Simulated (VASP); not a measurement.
Crystal: GaN.

```
CELL_PARAMETERS angstrom
3.20106 0.00000 0.00000
-1.60053 2.77220 0.00000
0.00000 0.00000 5.20021
ATOMIC_POSITIONS crystal
Ga 0.66667 0.33333 0.50000
Ga 0.33333 0.66667 0.00000
N 0.66667 0.33333 0.87500
N 0.33333 0.66667 0.37500
```

Base run:

| Property | Result |
| --- | --- |
| Program | VASP 6.6.1 |
| Functional | PBE exchange alone |
| Potentials or basis | VASP PAW PBE potentials, release 64 (Ga_d, N) |
| Cutoff | 520 eV |
| k mesh | 10 × 10 × 5 |
| Occupations | fermi-dirac, width 0.05 eV |
| Spin | no spin polarisation |

Its results: band gap on the k mesh 1.93 eV; pressure 22.5 GPa; largest force 0.126 eV/Å.

The run is repeated on the same cell with these changes: functional from PBE exchange alone to b88 exchange, pbe correlation; cutoff from 520 eV to 600 eV. What comes out?

Band gap on the k mesh 1.84 eV; pressure 3.0 GPa; largest force 0.129 eV/Å.

Caveats: the cell stands under pressure (at least some runs); the PAW data sets were made with another functional, which shifts forces and pressure a little (at least some runs).

